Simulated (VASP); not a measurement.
# Al3B2P: single point with PBE

The system is Al3B2P.

```
Al B P
1.0
     5.40316    0.00000    0.00000
    -2.70158    4.67928    0.00000
     0.00000    0.00000    5.06276
Al B P
3 2 1
Direct
  0.50000 0.00000 0.00000
  0.00000 0.50000 0.00000
  0.50000 0.50000 0.00000
  0.00000 0.00000 0.34803
  0.00000 0.00000 0.65197
  0.00000 0.00000 0.00000
```

```yaml
Program: VASP 6.6.1
Task: single point
Functional: PBE
Potentials_or_basis: VASP PAW PBE potentials, release 64 (Al, B, P)
Cutoff: 520 eV
k_mesh: 12 × 12 × 8
Occupations: gaussian, width 0.1 eV
Spin: no spin polarisation
```

```
Pressure               : -0.1 GPa
Largest force          : 0.016 eV/Å
Band gap on the k mesh : zero (band 10 reaches 4.00 eV, above the bottom of band 11 at 1.84 eV)
```

Forces on the atoms (eV/Å):
```
Al   0.000  0.000  0.000
Al   0.000  0.000  0.000
Al   0.000  0.000  0.000
B    0.000  0.000 -0.016
B    0.000  0.000  0.016
P    0.000  0.000  0.000
```

Stress tensor (GPa, compression positive):
```
-0.05  0.00  0.00
 0.00 -0.05  0.00
 0.00  0.00 -0.16
```

Levels at points of the mesh, in eV from the Fermi level:
```tsv
k point	band 6	band 7	band 8	band 9	band 10	band 11	band 12	band 13	band 14	band 15
(0.00, 0.00, 0.00)	-5.80	-3.00	-2.11	-2.11	0.05	0.80	0.80	1.32	1.32	2.06
(0.50, 0.00, 0.00)	-5.37	-1.94	-0.93	-0.46	0.42	0.45	0.81	1.28	1.47	1.63
(0.00, 0.00, 0.50)	-5.22	-2.91	-1.93	-1.93	-1.74	-1.74	-1.03	1.24	2.97	2.97
(0.50, 0.00, 0.50)	-5.21	-3.06	-2.00	-1.46	-0.57	0.46	1.38	1.44	1.94	2.21
```

Run time: 100 s on 1 thread of Intel(R) Xeon(R) 6975P-C (Granite Rapids) (shared host), peak memory 0.37 GiB.
